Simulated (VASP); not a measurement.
A run of VASP 6.6.1 is set up as follows.

INCAR

```
PREC = Accurate
ENCUT = 500
EDIFF = 1E-7
ISMEAR = -1
SIGMA = 0.1
LREAL = F
LASPH = T
NELM = 120
ALGO = Normal
ISIF = 3
LWAVE = F
LCHARG = F
GGA = CA
IBRION = 2
NSW = 80
EDIFFG = -0.03
GGA_COMPAT = F
NELMIN = 4
```

File KPOINTS:

```
regular mesh
0
Gamma
  7 7 4
```

POSCAR

```
Pd
1.0
    2.7500000000      0.0000000000      0.0000000000
   -1.3750000000      2.3815698604      0.0000000000
    0.0000000000      0.0000000000      4.4907500000
Pd
2
Direct
    0.3333333333      0.6666666667      0.2500000000
    0.6666666667      0.3333333333      0.7500000000
```

Potentials or basis: VASP PAW LDA potentials, release 64 (Pd).

The run is started by

```console
$ cat potpaw_LDA.64/Pd/POTCAR > POTCAR
$ mpirun -np 1 vasp_std > vasp.out
```

Question: What does it give for the relaxed cell?

Answer: a = 2.707 Å, b = 2.707 Å, c = 4.497 Å, α = 90.00°, β = 90.00°, γ = 120.00°.

Question: Estimate the space group after relaxing (to 0.05 Å).

Answer: P6_3/mmc (No. 194).

Question: Estimate the band gap on the k mesh.

Answer: Zero (band 10 reaches 10.30 eV, above the bottom of band 11 at 9.45 eV).

Question: What does it give for the relaxed volume?

Answer: 14.27 Å³/atom.

Stress tensor (GPa, compression positive):
```
0.05 0.00 0.00
0.00 0.05 0.00
0.00 0.00 0.27
```

Caveat: the k points lie up to 0.38 Å⁻¹ apart in the final cell.
